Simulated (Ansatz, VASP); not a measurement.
Two plane-wave programs on MnPt2

The input POSCAR:

```
MnPt2
1.0
    2.8584044518      0.0000000000      0.0000000000
   -1.4292022259      2.4754508696      0.0000000000
    0.0000000000      0.0000000000      6.5325040000
Pt Mn
2 1
Direct
    0.6666666667      0.3333333333      0.3162060000
    0.3333333333      0.6666666667      0.6837940000
    0.0000000000      0.0000000000      0.0000000000
```

File INCAR.step1:

```
  PREC = Accurate
  ENCUT = 520
  ISMEAR = -1
  SIGMA = 0.05
  LREAL = F
  LASPH = T
  NELM = 150
  ISPIN = 2
  MAGMOM = 0 0 4
  LMAXMIX = 4
  NBANDS = 28
  GGA = PE
  ALGO = Normal
  EDIFF = 1E-4
  LWAVE = T
  LCHARG = F
```

Contents of INCAR.step2:

```
  PREC = Accurate
  ENCUT = 520
  EDIFF = 1E-6
  ISMEAR = -1
  SIGMA = 0.05
  LREAL = F
  LASPH = T
  NELM = 150
  ALGO = Normal
  ISIF = 2
  LWAVE = F
  LCHARG = F
  ISPIN = 2
  MAGMOM = 0 0 4
  LORBIT = 11
  LMAXMIX = 4
  METAGGA = R2SCAN
  LMIXTAU = T
  NBANDS = 28
  ISTART = 1
```

KPOINTS

```
Automatic mesh
0
Gamma
  11 11 4
```

input.yaml

```yaml
crystal:
  lattice:
    - [2.8584044518, 0.0, 0.0]
    - [-1.4292022259, 2.4754508696, 0.0]
    - [0.0, 0.0, 6.532504]
  atoms:
    - { symbol: Pt, position: [0.6666666667, 0.3333333333, 0.316206] }
    - { symbol: Pt, position: [0.3333333333, 0.6666666667, 0.683794] }
    - { symbol: Mn, position: [0.0, 0.0, 0.0], spin: 4.0 }
hamiltonian:
  xc: r2scan
  pseudopotentials: { kind: paw }
magnetization:
  spin_polarized: true
kpoints:
  mp_grid: { grid: [11, 11, 4] }
scf:
  occupations: { method: fermi_dirac, width: 0.05 }
output:
  forces: true
  stress: true
  eigenvalues: true
```

Alike in both runs: task single point; functional r2SCAN; k mesh 11 × 11 × 4; occupations fermi-dirac, width 0.05 eV; collinear spin.

```csv
,VASP,Ansatz
version,VASP 6.6.1,Ansatz 0.2.0
potentials or method,"VASP PAW PBE potentials, release 64 (Pt, Mn_pv)",Ansatz PAW
plane-wave cutoff (eV),520,500
valence electrons in the cell,33,51
```

Ansatz gave:

* gap on the k mesh at the Fermi level (eV): none
* pressure (GPa): -2.3
* traceless stress, the component that is largest in VASP (GPa): 1.14
* rms of the force components (eV/Å): 0.022
* net moment per atom (μB): 1.60
* size of the moment on the site where the two differ most (μB): 0.33

Question: Estimate VASP's values.

Answer: gap on the k mesh at the Fermi level (eV): none; pressure (GPa): -1.9; traceless stress, the component that is largest in VASP (GPa): 1.25; rms of the force components (eV/Å): 0.025; net moment per atom (μB): 1.60; size of the moment on the site where the two differ most (μB): 0.30.

VASP's potentials were made for PBE, not for r2SCAN. Site moments also hang on the region over which each program counts them. Atom by atom the forces differ by 0.004 eV/Å (rms over components). A gap of «none» marks a metal or a gap that the smearing closes. VASP's potentials hold 33 valence electrons a cell and Ansatz's 51, so a difference there can come from the potentials and not from the codes.

Spin-orbit coupling is off throughout. Noted on Ansatz's run: the magnetic or orbital state may not be the lowest.
